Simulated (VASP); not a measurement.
# La2O3 (P-3m1) in VASP: settings compared, part 2 of 2

VASP 6.6.1.

### 4 Single point, r2SCAN (strain +3.0%)

The input, POSCAR:

```
La2O3
1.0
    4.0531545909      0.0000000000      0.0000000000
   -2.0265772955      3.5101348412      0.0000000000
    0.0000000000      0.0000000000      6.3100139675
La O
2 3
Direct
    0.6666666667      0.3333333333      0.7479408896
    0.3333333333      0.6666666667      0.2520591104
    0.6666666667      0.3333333333      0.3561565580
    0.3333333333      0.6666666667      0.6438434420
    0.0000000000      0.0000000000      0.0000000000
```

The input, INCAR.step1:

```
PREC     = Accurate       # precision mode
ENCUT    = 520            # plane-wave cutoff, eV
ISMEAR   = 0              # smearing method
SIGMA    = 0.01           # smearing width, eV
LREAL    = F              # projectors in reciprocal space
LASPH    = T              # aspherical terms in the spheres
NELM     = 80             # most SCF steps
NBANDS   = 28             # bands
GGA      = PE             # functional
ALGO     = Normal         # electronic algorithm
EDIFF    = 1E-4           # SCF threshold, eV
LWAVE    = T              # write WAVECAR
LCHARG   = F              # write CHGCAR
```

The input, INCAR.step2:

```
PREC     = Accurate       # precision mode
ENCUT    = 520            # plane-wave cutoff, eV
EDIFF    = 1E-7           # SCF threshold, eV
ISMEAR   = 0              # smearing method
SIGMA    = 0.01           # smearing width, eV
LREAL    = F              # projectors in reciprocal space
LASPH    = T              # aspherical terms in the spheres
NELM     = 80             # most SCF steps
ALGO     = Normal         # electronic algorithm
ISIF     = 2              # what is computed and relaxed
LWAVE    = F              # write WAVECAR
LCHARG   = F              # write CHGCAR
METAGGA  = R2SCAN         # meta-GGA
LMIXTAU  = T            
NBANDS   = 28             # bands
ISTART   = 1
```

The input, KPOINTS:

```
Automatic mesh
0
Gamma
  12 12 4
```

Command:

```bash
> cat potpaw_PBE.64/La/POTCAR potpaw_PBE.64/O/POTCAR > POTCAR
> cp INCAR.step1 INCAR
> mpirun -np 1 vasp_std > vasp.out
> cp INCAR.step2 INCAR
> mpirun -np 1 vasp_std > vasp.out
```

It took 8.4 min on 1 thread of Intel Xeon 6975P-C (Granite Rapids), shared host; peak memory 0.32 GiB.

The run converged. Its results:

| Item | Value |
| --- | --- |
| Free energy | -95.8085 eV |
| Pressure | -9.6 GPa |
| Largest force | 0.020 eV/Å |
| Band gap on the k mesh | 4.01 eV, indirect (least direct gap 4.34 eV) |

Forces in eV/Å, atoms in the order of the input:
```
La   0.000  0.000 -0.020
La   0.000  0.000  0.020
O    0.000  0.000 -0.004
O    0.000  0.000  0.004
O    0.000  0.000  0.000
```

Stress tensor (GPa, compression positive):
```
-10.57   0.00   0.00
  0.00 -10.57   0.00
  0.00   0.00  -7.76
```

Levels at points of the mesh, in eV from the valence-band top:
```
           k point  band 16  band 17  band 18  band 19  band 20  band 21  band 22  band 23  band 24  band 25
(0.00, 0.00, 0.00)    -2.03    -1.47    -0.27    -0.27    -0.07     4.36     4.91     4.91     5.18     5.49
(0.50, 0.00, 0.00)    -0.84    -0.76    -0.71    -0.42    -0.25     4.11     4.90     5.32     5.35     5.40
(0.00, 0.00, 0.50)    -1.84    -1.02    -0.59    -0.19    -0.19     4.81     5.00     5.00     5.09     5.51
(0.50, 0.00, 0.50)    -1.09    -0.97    -0.55    -0.46     0.00     4.65     4.71     5.25     5.34     5.38
```

Caveat: the cell differs from its parent crystal (strain +3.0%); the PAW data sets were made with another functional, which shifts forces and pressure a little; spin-orbit coupling is left out, which moves the levels of the heavy elements.

### 5 Single point, r2SCAN (strain +4.0%)

The input, POSCAR:

```
La2O3
1.0
    4.0925056063      0.0000000000      0.0000000000
   -2.0462528032      3.5442138202      0.0000000000
    0.0000000000      0.0000000000      6.3712762391
La O
2 3
Direct
    0.6666666667      0.3333333333      0.7456915459
    0.3333333333      0.6666666667      0.2543084541
    0.6666666667      0.3333333333      0.3575683660
    0.3333333333      0.6666666667      0.6424316340
    0.0000000000      0.0000000000      0.0000000000
```

The input, INCAR.step1:

```
SYSTEM = La2O3
PREC = Accurate ; ENCUT = 520
ISMEAR = 0 ; SIGMA = 0.01
LREAL = .FALSE. ; LASPH = .TRUE.
NELM = 100 ; NBANDS = 28
GGA = PE ; ALGO = Normal
EDIFF = 1E-4 ; LWAVE = .TRUE.
LCHARG = .FALSE.
```

The input, INCAR.step2:

```
SYSTEM = La2O3
PREC = Accurate ; ENCUT = 520
EDIFF = 1E-6 ; ISMEAR = 0
SIGMA = 0.01 ; LREAL = .FALSE.
LASPH = .TRUE. ; NELM = 100
ALGO = Normal ; ISIF = 2
LWAVE = .FALSE. ; LCHARG = .FALSE.
METAGGA = R2SCAN ; LMIXTAU = .TRUE.
NBANDS = 28 ; ISTART = 1
```

The input, KPOINTS:

```
Automatic mesh
0
G
  12 12 4
  0 0 0
```

Potentials or basis: VASP PAW PBE potentials, release 64 (La, O).

Command:

```bash
> cat potpaw_PBE.64/La/POTCAR potpaw_PBE.64/O/POTCAR > POTCAR
> cp INCAR.step1 INCAR
> mpirun -np 1 vasp_std > vasp.out
> cp INCAR.step2 INCAR
> mpirun -np 1 vasp_std > vasp.out
```

OUTCAR:

```text
SYSTEM = La2O3
   PREC = Accurate
   ENCUT = 520
   EDIFF = 1E-6
   ISMEAR = 0
   LREAL = .FALSE.
   LASPH = .TRUE.
   NELM = 100
   ISIF = 2
   METAGGA = R2SCAN
   ISTART = 1

 ion  position               nearest neighbor table
   1  0.667  0.333  0.746-   4 2.45   4 2.45   4 2.45   3 2.47
   2  0.333  0.667  0.254-   3 2.45   3 2.45   3 2.45   4 2.47
   3  0.667  0.333  0.358-   2 2.45   2 2.45   2 2.45   1 2.47
   4  0.333  0.667  0.642-   1 2.45   1 2.45   1 2.45   2 2.47
   5  0.000  0.000  0.000-

  LATTYP: Found a hexagonal cell.
 ALAT       =     4.0925056063
 C/A-ratio  =     1.5568155189

  Lattice vectors:

 A1 = (   4.0925056063,   0.0000000000,   0.0000000000)
 A2 = (  -2.0462528032,   3.5442138202,   0.0000000000)
 A3 = (   0.0000000000,   0.0000000000,   6.3712762391)

Analysis of symmetry for initial positions (statically):
=====================================================================
[... 171 lines left out ...]
  ---------------------------------------------------
  ext. energy  EPLUGINS =         0.00000000
  ---------------------------------------------------
  free energy    TOTEN  =       -95.63384738 eV

  energy without entropy =      -95.63384738  energy(sigma->0) =      -95.63384738

 E-fermi :   4.7572     XC(G=0): -10.4580

 val. band max:        4.6846368056   @ k =   0.5000   0.0000   0.5000
 cond. band min:       8.6159451460   @ k =   0.3333   0.3333   0.0000
 fundamental gap:      3.9313083404
 Fermi energy:         4.7571739673

 k-point     1 :       0.0000    0.0000    0.0000
  band No.  band energies     occupation
      1     -26.5684      2.00000
      2     -26.4172      2.00000
      3     -12.9471      2.00000
      4     -11.9534      2.00000
      5     -11.1915      2.00000
      6      -9.6095      2.00000
[... 733 lines left out ...]
     27       9.9832      0.00000
     28      10.0813      0.00000

 [... further k-points ...]
[... 5 lines left out ...]
  --------------------------------------------------------------------------------------
  -------------------------------------------------------------------------------------
  Total       -7.4872142     -7.4872142     -5.5595687      0.0000000      0.0000000      0.0000000
  in kB     -129.8061316   -129.8061316    -96.3864644      0.0000000      0.0000000      0.0000000
  external PRESSURE =    -118.6662426 kB  Pullay stress =       0.0000000 kB

 VOLUME and BASIS-vectors are now :
 -----------------------------------------------------------------------------
  energy-cutoff  :      520.00
  volume of cell :       92.41
      direct lattice vectors                 reciprocal lattice vectors
     4.092505606  0.000000000  0.000000000     0.244349085  0.141075010  0.000000000
    -2.046252803  3.544213820  0.000000000     0.000000000  0.282150020  0.000000000
     0.000000000  0.000000000  6.371276239     0.000000000  0.000000000  0.156954425

 POSITION                                       TOTAL-FORCE (eV/Angst)
 -----------------------------------------------------------------------------------
      2.04625      1.18140      4.75101         0.000000      0.000000     -0.024834
     -0.00000      2.36281      1.62027        -0.000000      0.000000      0.024834
      2.04625      1.18140      2.27817        -0.000000      0.000000     -0.003232
     -0.00000      2.36281      4.09311         0.000000      0.000000      0.003232
      0.00000      0.00000      0.00000        -0.000000      0.000000      0.000000
 -----------------------------------------------------------------------------------
    total drift:                               -0.000000      0.000000      0.000000

  FREE ENERGIE OF THE ION-ELECTRON SYSTEM (eV)
  ---------------------------------------------------
  free  energy   TOTEN  =       -95.6338473791 eV

  energy  without entropy=      -95.6338473791  energy(sigma->0) =      -95.63384738
```

Wall time 7.7 min (1 thread of Intel Xeon 6975P-C (Granite Rapids), shared host); peak memory 0.32 GiB.

What came out:

- Free energy: -95.6338 eV
- Pressure: -11.9 GPa
- Largest force: 0.025 eV/Å
- Band gap on the k mesh: 3.93 eV, indirect (least direct gap 4.27 eV)

Forces in eV/Å, atoms in the order of the input:
```
La   0.000  0.000 -0.025
La   0.000  0.000  0.025
O    0.000  0.000 -0.003
O    0.000  0.000  0.003
O    0.000  0.000  0.000
```

Stress tensor (GPa, compression positive):
```
-12.98   0.00   0.00
  0.00 -12.98   0.00
  0.00   0.00  -9.64
```

Levels at points of the mesh, in eV from the valence-band top:
```tsv
k point	band 18	band 19	band 20	band 21	band 22	band 23
(0.00, 0.00, 0.00)	-0.23	-0.23	-0.06	4.21	4.82	4.82
(0.50, 0.00, 0.00)	-0.68	-0.40	-0.23	4.04	4.77	5.15
(0.00, 0.00, 0.50)	-0.54	-0.15	-0.15	4.66	4.90	4.90
(0.50, 0.00, 0.50)	-0.50	-0.47	0.00	4.55	4.58	5.09
```

Caveat: the cell differs from its parent crystal (strain +4.0%); the PAW data sets were made with another functional, which shifts forces and pressure a little; spin-orbit coupling is left out, which moves the levels of the heavy elements. A k mesh can miss the band edges.

### 6 Overview

| level | cell | smearing | gap on the mesh (eV) | pressure (GPa) | largest force (eV/Å) |
| --- | --- | --- | --- | --- | --- |
| PBE | a = 3.935, b = 3.935, c = 6.126 Å, angles 90.0, 90.0, 120.0°, 5 atoms | fermi-dirac 0.02 eV | 3.86 | 1.0 | 0.04 |
| PBE | a = 3.974, b = 3.974, c = 6.187 Å, angles 90.0, 90.0, 120.0°, 5 atoms | fermi-dirac 0.02 eV | 3.80 | -2.5 | 0.04 |
| r2SCAN | a = 4.053, b = 4.053, c = 6.310 Å, angles 90.0, 90.0, 120.0°, 5 atoms | gaussian 0.01 eV | 4.01 | -9.6 | 0.02 |
| r2SCAN | a = 4.093, b = 4.093, c = 6.371 Å, angles 90.0, 90.0, 120.0°, 5 atoms | gaussian 0.01 eV | 3.93 | -11.9 | 0.02 |

Alike in all rows: task single point; potentials or basis VASP PAW PBE potentials, release 64 (La, O); no spin polarisation; k mesh 12 × 12 × 4; cutoff (eV) 520.

Caveats: spin-orbit coupling is left out, which moves the levels of the heavy elements; the PAW data sets were made with another functional, which shifts forces and pressure a little (some runs).

Total energies depend on the potentials used, so only differences within one code and one set of settings carry meaning.
